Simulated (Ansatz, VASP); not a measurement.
# Fe: VASP beside Ansatz

INCAR

```
  ALGO = Fast
  EDIFF = 1E-7
  ENCUT = 520
  GGA = PS
  ISIF = 2
  ISMEAR = 0
  LASPH = True
  LCHARG = True
  LELF = True
  LREAL = False
  LVHAR = True
  LWAVE = False
  NBANDS = 15
  NELM = 60
  PREC = Accurate
  SIGMA = 0.15
```

File KPOINTS:

```
k-points
0
Gamma
  24 24 14
```

File POSCAR:

```
Fe
1.0
    2.2906299877      0.0000000000      0.0000000000
   -1.1453149939      1.9837437600      0.0000000000
    0.0000000000      0.0000000000      4.3384785082
Fe
2
Direct
    0.3333333333      0.6666666667      0.2500000000
    0.6666666667      0.3333333333      0.7500000000
```

Input for Ansatz:

```yaml
crystal:
  lattice:
    - [2.2906299877, 0.0, 0.0]
    - [-1.1453149939, 1.98374376, 0.0]
    - [0.0, 0.0, 4.3384785082]
  atoms:
    - { symbol: Fe, position: [0.3333333333, 0.6666666667, 0.25] }
    - { symbol: Fe, position: [0.6666666667, 0.3333333333, 0.75] }
basis:
  ecutwfc: 420
kpoints:
  mp_grid: { grid: [24, 24, 14] }
hamiltonian:
  xc: pbesol
scf:
  occupations: { method: gaussian, width: 0.15 }
output:
  forces: true
  stress: true
  eigenvalues: true
```

Alike in both runs: task single point; functional PBEsol; k mesh 24 × 24 × 14; occupations gaussian, width 0.15 eV; no spin polarisation.

|  | VASP | Ansatz |
| --- | --- | --- |
| version | VASP 6.6.1 | Ansatz 0.2.0 |
| potentials or method | VASP PAW PBE potentials, release 64 (Fe), cutoff 520 eV | scalar-relativistic, plane waves, PAW |
| valence electrons in the cell | 16 | 32 |

|  | VASP | Ansatz | Ansatz less VASP |
| --- | --- | --- | --- |
| gap on the k mesh at the Fermi level (eV) | none | none | - |
| pressure (GPa) | 8.6 | 9.1 | +0.48 |
| traceless stress, the component that is largest in VASP (GPa) | -52.12 | -53.47 | -1.342 |

VASP's potentials were made for PBE, not for PBEsol. A gap of «none» marks a metal or a gap that the smearing closes. VASP's potentials hold 16 valence electrons a cell and Ansatz's 32, so a difference there can come from the potentials and not from the codes.
